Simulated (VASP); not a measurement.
# PbS (R3m) in VASP: a series of runs, part 2 of 2

VASP 6.6.1. The steps go on from the part before.

## 4. Single point, PBEsol (all S atoms moved -0.050 Å, as atom 2 along Cartesian [1 1 1])

The input, INCAR:

```
  PREC = Accurate
  ENCUT = 520
  EDIFF = 1E-7
  ISMEAR = 0
  SIGMA = 0.03
  LREAL = False
  LASPH = True
  NELM = 60
  ALGO = Normal
  ISIF = 2
  LWAVE = False
  LCHARG = True
  GGA = PS
  LELF = True
  LVHAR = True
  NBANDS = 17
```

The input, KPOINTS:

```
Automatic mesh
0
Gamma
  10 10 10
```

The input, POSCAR:

```
PbS
1.0
    0.0000000000      2.9650000000      2.9650000000
    2.9650000000      0.0000000000      2.9650000000
    2.9650000000      2.9650000000      0.0000000000
Pb S
1 1
Direct
    0.0000000000      0.0000000000      0.0000000000
    0.4951319539      0.4951319539      0.4951319539
```

Potentials or basis: VASP PAW PBE potentials, release 64 (Pb_d, S).

Launch:

```console
cat potpaw_PBE.64/Pb_d/POTCAR potpaw_PBE.64/S/POTCAR > POTCAR
mpirun -np 1 vasp_std > vasp.out
```

OUTCAR:

```text
PREC = Accurate
   ENCUT = 520
   EDIFF = 1E-7
   ISMEAR = 0
   LREAL = False
   LASPH = True
   NELM = 60
   ISIF = 2
   GGA = PS

 ion  position               nearest neighbor table
   1  0.000  0.000  0.000-   2 2.94   2 2.94   2 2.94   2 2.99   2 2.99   2 2.99
   2  0.495  0.495  0.495-   1 2.94   1 2.94   1 2.94   1 2.99   1 2.99   1 2.99

  LATTYP: Found a face centered cubic cell.
 ALAT       =     5.9300000000

  Lattice vectors:

 A1 = (   0.0000000000,   2.9650000000,   2.9650000000)
 A2 = (   2.9650000000,   0.0000000000,   2.9650000000)
 A3 = (   2.9650000000,   2.9650000000,   0.0000000000)

Analysis of symmetry for initial positions (statically):
=====================================================================
 Subroutine PRICEL returns:
 Original cell was already a primitive cell.

 Routine SETGRP: Setting up the symmetry group for a
 face centered cubic supercell.

 Subroutine GETGRP returns: Found  6 space group operations
 (whereof  6 operations were pure point group operations)
 out of a pool of 48 trial point group operations.

The static configuration has the point symmetry C_3v.

Analysis of symmetry for dynamics (positions and initial velocities):
=====================================================================
 Subroutine PRICEL returns:
 Original cell was already a primitive cell.

 Routine SETGRP: Setting up the symmetry group for a
 face centered cubic supercell.

 Subroutine GETGRP returns: Found  6 space group operations
 (whereof  6 operations were pure point group operations)
 out of a pool of 48 trial point group operations.

The dynamic configuration has the point symmetry C_3v.

 Subroutine INISYM returns: Found  6 space group operations
 (whereof  6 operations are pure point group operations),
 and found     1 'primitive' translations

----------------------------------------------------------------------------------------

                                     Primitive cell

  volume of cell :      52.1320

  direct lattice vectors                    reciprocal lattice vectors
     0.000000000  2.965000000  2.965000000    -0.168634064  0.168634064  0.168634064
     2.965000000  0.000000000  2.965000000     0.168634064 -0.168634064  0.168634064
     2.965000000  2.965000000  0.000000000     0.168634064  0.168634064 -0.168634064

  length of vectors
     4.193143212  4.193143212  4.193143212     0.292082767  0.292082767  0.292082767

  position of ions in fractional coordinates (direct lattice)
     0.000000000  0.000000000  0.000000000
     0.495131954  0.495131954  0.495131954

  ion indices of the primitive-cell ions
   primitive index   ion index
                 1           1
                 2           2

----------------------------------------------------------------------------------------

 KPOINTS: Automatic mesh

Automatic generation of k-mesh.
 Grid dimensions read from file:
 generate k-points for:   10   10   10

 Generating k-lattice:

  Cartesian coordinates                     Fractional coordinates (reciprocal lattice)
    -0.016863406  0.016863406  0.016863406     0.100000000  0.000000000  0.000000000
     0.016863406 -0.016863406  0.016863406     0.000000000  0.100000000  0.000000000
     0.016863406  0.016863406 -0.016863406     0.000000000  0.000000000  0.100000000

  Length of vectors
     0.029208277  0.029208277  0.029208277

  Shift w.r.t. Gamma in fractional coordinates (k-lattice)
     0.000000000  0.000000000  0.000000000

 Subroutine IBZKPT returns following result:
 ===========================================

 Found    116 irreducible k-points:

 Following reciprocal coordinates:
            Coordinates               Weight
  0.000000  0.000000  0.000000      1.000000
  0.100000  0.000000  0.000000      6.000000
  0.100000  0.100000  0.100000      2.000000
  0.200000  0.000000  0.000000      6.000000
  0.200000  0.200000  0.200000      2.000000
  0.300000  0.000000  0.000000      6.000000
[... 16 lines left out ...]
  0.100000  0.100000 -0.400000      6.000000
  0.500000  0.400000  0.500000      6.000000
 [... further k-points ...]
   k-points           NKPTS =    116   k-points in BZ     NKDIM =    116   number of bands    NBANDS=     17
   number of dos      NEDOS =    301   number of ions     NIONS =      2
   total plane-waves  NPLWV =  32768
   dimension x,y,z NGX =    32 NGY =   32 NGZ =   32
   dimension x,y,z NGXF=    64 NGYF=   64 NGZF=   64
   ions per type =               1   1
   NGX,Y,Z   is equivalent  to a cutoff of  12.69, 12.69, 12.69 a.u.
   NGXF,Y,Z  is equivalent  to a cutoff of  25.37, 25.37, 25.37 a.u.
 SYSTEM =  unknown system
   PREC   = accura    normal or accurate (medium, high low for compatibility)
   ISTART =      0    job   : 0-new  1-cont  2-samecut
   ICHARG =      2    charge: 1-file 2-atom 10-const
   ISPIN  =      1    spin polarized calculation?
   LNONCOLLINEAR =      F non collinear calculations
   LSORBIT =      F    spin-orbit coupling
   LASPH  =      T    aspherical Exc in radial PAW
   ENCUT  =  520.0 eV  38.22 Ry    6.18 a.u.   7.80  7.80  7.80*2*pi/ulx,y,z
   NELM   =     60;   NELMIN=  2; NELMDL= -5     # of ELM steps
   EDIFF  = 0.1E-06   stopping-criterion for ELM
   LREAL  =      F    real-space projection
   EDIFFG = 0.1E-05   stopping-criterion for IOM
   NSW    =      0    number of steps for IOM
   IBRION =     -1    ionic relax: 0-MD 1-quasi-New 2-CG
   NFREE  =      0    steps in history (QN), initial steepest desc. (CG)
   ISIF   =      2    stress and relaxation
   ISYM   =      2    0-nonsym 1-usesym 2-fastsym
   POTIM  = 0.5000    time-step for ionic-motion
   TEBEG  =    0.0;   TEEND  =   0.0 temperature during run
   PSTRESS=    0.0 pullay stress
   NELECT =      20.0000    total number of electrons
   NUPDOWN=      -1.0000    fix difference up-down
   EMIN   =  10.00;   EMAX   =-10.00  energy-range for DOS
   EFERMI =   0.00;   METHOD = LEGACY
   ISMEAR =     0;   SIGMA  =   0.03  broadening in eV -4-tet -1-fermi 0-gaus
   EFERMI_NEDOS =   21; number of points for ismear=-14 and -15
   IALGO  =     38    algorithm
   IMIX   =      4    mixing-type and parameters
     AMIX     =   0.40;   BMIX     =  1.00
     AMIX_MAG =   1.60;   BMIX_MAG =  1.00
  volume/ion in A,a.u.               =      26.07       175.90
  Fermi-wavevector in a.u.,A,eV,Ry     =   1.189552  2.247928 19.252709  1.415034
  Thomas-Fermi vector in A             =   2.325657
   LORBIT       =      0    0 simple, 1 ext, 2 COOP (PROOUT), +10 PAW based schemes
   GGA     = PS    functional components
   LHFCALC =     F    Hartree Fock is set to
   AEXX    =    0.0000 exact exchange contribution
   IVDW    =     0    specifies the selected vdW correction
   LEPSILON=     F    determine dielectric tensor
   LRPA    =     F    only Hartree local field effects (RPA)
 non-spin polarized calculation
 Gauss-broadening in eV      SIGMA  =   0.03
  energy-cutoff  :      520.00
  volume of cell :       52.13
 maximum number of plane-waves:      1422
   NGX = 15   NGY = 15   NGZ = 15

 number of electron      19.9999999 magnetization

 Free energy of the ion-electron system (eV)
  ---------------------------------------------------
  ext. energy  EPLUGINS =         0.00000000
  ---------------------------------------------------
  free energy    TOTEN  =        -9.45475235 eV

  energy without entropy =       -9.45475235  energy(sigma->0) =       -9.45475235

 E-fermi :   5.8243     XC(G=0):  -9.8902

 val. band max:        5.6920324590   @ k =   0.5000   0.0000   0.0000
 cond. band min:       5.9610067891   @ k =   0.5000   0.0000   0.0000
 fundamental gap:      0.2689743301
 Fermi energy:         5.8243392236

 k-point     1 :       0.0000    0.0000    0.0000
  band No.  band energies     occupation
      1     -11.0450      2.00000
      2     -11.0447      2.00000
      3     -11.0447      2.00000
      4     -11.0318      2.00000
      5     -11.0318      2.00000
      6      -7.9150      2.00000
[... 9 lines left out ...]
     16      12.3697      0.00000
     17      14.1411      0.00000

 k-point     2 :       0.1000    0.0000    0.0000
  band No.  band energies     occupation
      1     -11.0444      2.00000
      2     -11.0428      2.00000
      3     -11.0426      2.00000
      4     -11.0326      2.00000
      5     -11.0325      2.00000
      6      -7.8278      2.00000
[... 9 lines left out ...]
     16      12.6162      0.00000
     17      15.0105      0.00000
[... 421 lines left out ...]
 k-point    24 :       0.5000    0.4000    0.5000
  band No.  band energies     occupation
      1     -11.0752      2.00000
      2     -11.0594      2.00000
      3     -11.0395      2.00000
      4     -11.0026      2.00000
      5     -10.9944      2.00000
      6      -6.6112      2.00000
[... 9 lines left out ...]
     16      15.8884      0.00000
     17      16.1822      0.00000

 [... further k-points ...]
[... 5 lines left out ...]
  --------------------------------------------------------------------------------------
  -------------------------------------------------------------------------------------
  Total       -0.2626798     -0.2626798     -0.2626798      0.0030691      0.0030691      0.0030691
  in kB       -8.0729682     -8.0729682     -8.0729682      0.0943233      0.0943233      0.0943233
  external PRESSURE =      -8.0729682 kB  Pullay stress =       0.0000000 kB

 VOLUME and BASIS-vectors are now :
 -----------------------------------------------------------------------------
  energy-cutoff  :      520.00
  volume of cell :       52.13
      direct lattice vectors                 reciprocal lattice vectors
     0.000000000  2.965000000  2.965000000    -0.168634064  0.168634064  0.168634064
     2.965000000  0.000000000  2.965000000     0.168634064 -0.168634064  0.168634064
     2.965000000  2.965000000  0.000000000     0.168634064  0.168634064 -0.168634064

 POSITION                                       TOTAL-FORCE (eV/Angst)
 -----------------------------------------------------------------------------------
      0.00000      0.00000      0.00000        -0.010985     -0.010985     -0.010985
      2.93613      2.93613      2.93613         0.010985      0.010985      0.010985
 -----------------------------------------------------------------------------------
    total drift:                               -0.000060     -0.000060     -0.000060

  FREE ENERGIE OF THE ION-ELECTRON SYSTEM (eV)
  ---------------------------------------------------
  free  energy   TOTEN  =        -9.4547523545 eV

  energy  without entropy=       -9.4547523545  energy(sigma->0) =       -9.45475235
```

Wall time 59 s (1 thread of Intel Xeon Platinum 8375C at 2.90GHz (Ice Lake), shared host); peak memory 0.24 GiB.

What came out:

* Free energy: -9.4548 eV
* Pressure: -0.8 GPa
* Largest force: 0.019 eV/Å
* Band gap on the k mesh: 0.27 eV, direct

Forces on the atoms (eV/Å):
```
Pb  -0.011 -0.011 -0.011
S    0.011  0.011  0.011
```

Caveat: the cell differs from its parent crystal (all S atoms moved -0.050 Å, as atom 2 along Cartesian [1 1 1]); the PAW data sets were made with another functional, which shifts forces and pressure a little; spin-orbit coupling is left out, which moves the levels of the heavy elements. A k mesh can miss the band edges.
